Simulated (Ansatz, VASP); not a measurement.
## Gd: VASP beside Ansatz

INCAR

```
PREC = Accurate
ENCUT = 520
EDIFF = 1E-7
ISMEAR = 1
SIGMA = 0.6
LREAL = False
LASPH = True
NELM = 150
ALGO = Normal
ISIF = 2
LWAVE = False
LCHARG = False
ISPIN = 2
MAGMOM = 7.214 7.214
LORBIT = 11
LMAXMIX = 6
GGA = CA
NBANDS = 29
```

File KPOINTS:

```
regular mesh
0
Gamma
  10 10 6
```

POSCAR

```
Gd
1.0
    3.4841536640      0.0000000000      0.0000000000
   -1.7420768320      3.0173655837      0.0000000000
    0.0000000000      0.0000000000      5.5867162136
Gd
2
Direct
    0.3333333333      0.6666666667      0.2500000000
    0.6666666667      0.3333333333      0.7500000000
```

Input for Ansatz:

```yaml
crystal:
  lattice:
    - [3.484153664, 0.0, 0.0]
    - [-1.742076832, 3.0173655837, 0.0]
    - [0.0, 0.0, 5.5867162136]
  atoms:
    - { symbol: Gd, position: [0.3333333333, 0.6666666667, 0.25], spin: 7.214 }
    - { symbol: Gd, position: [0.6666666667, 0.3333333333, 0.75], spin: 7.214 }
hamiltonian:
  xc: lda
  pseudopotentials:
    kind: paw
    azcp:
      Gd: "pseudopotentials/Gd.paw.azcp"
basis:
  ecutwfc: 420
  fft_grid_basis: typed
kpoints:
  mp_grid: { grid: [10, 10, 6], shift: [0, 0, 0] }
magnetization:
  spin_polarized: true
scf:
  occupations: { method: methfessel_paxton, width: 0.6 }
  lower_state_search: "off"
output:
  stress: true
```

Alike in both runs: task single point; functional LDA; k mesh 10 × 10 × 6; occupations methfessel-paxton of order 1, width 0.6 eV; collinear spin.

|  | VASP | Ansatz |
| --- | --- | --- |
| version | VASP 6.6.1 | Ansatz 0.2.0 |
| potentials or method | VASP PAW PBE potentials, release 64 (Gd), cutoff 520 eV | plane waves (420 eV) with PAW, scalar-relativistic |
| valence electrons in the cell | 36 | 36 |

|  | VASP | Ansatz | Ansatz less VASP |
| --- | --- | --- | --- |
| pressure (GPa) | -0.6 | -0.9 | -0.26 |
| traceless stress, the component that is largest in VASP (GPa) | -0.21 | -0.20 | +0.009 |
| net moment per atom (μB) | 7.24 | 7.33 | +0.087 |
| size of the moment on the site where the two differ most (μB) | 6.86 | 7.16 | +0.298 |

VASP's potentials were made for PBE, not for LDA, and Ansatz warns of the same on its side. LDA's correlation is that of Perdew and Zunger in VASP and of Perdew and Wang (1992) in Ansatz. Site moments also hang on the region over which each program counts them. Ansatz's warnings: stability check not made.

Spin-orbit coupling is off throughout.
